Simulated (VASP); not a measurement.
A run of VASP 6.6.1:

INCAR

```
ALGO = Normal ; EDIFF = 1E-6
ENCUT = 500 ; GGA_COMPAT = F
ISIF = 2 ; ISMEAR = -1
LASPH = T ; LCHARG = F
LREAL = F ; LWAVE = F
NBANDS = 16 ; NELM = 120
PREC = Accurate ; SIGMA = 0.05
```

KPOINTS

```
k-points
0
Gamma
  11 11 11
```

The input POSCAR:

```
Au
1.0
    0.0000000000      2.0074966285      2.0074966285
    2.0074966285      0.0000000000      2.0074966285
    2.0074966285      2.0074966285      0.0000000000
Au
1
Direct
    0.0000000000      0.0000000000      0.0000000000
```

Potentials or basis: VASP PAW LDA potentials, release 64 (Au_sv_GW).

Command:

```bash
$ cat potpaw_LDA.64/Au_sv_GW/POTCAR > POTCAR
$ mpirun -np 1 vasp_std > vasp.out
```

Hardware: 1 thread of Intel(R) Xeon(R) Platinum 8488C (Sapphire Rapids), with other jobs on the host.

Task: How long does it take, and how much memory?

Result: Run time: 9.3 s on 1 thread of Intel(R) Xeon(R) Platinum 8488C (Sapphire Rapids) (shared host), peak memory 0.14 GiB. Counts: scf iterations 11, k points 56.
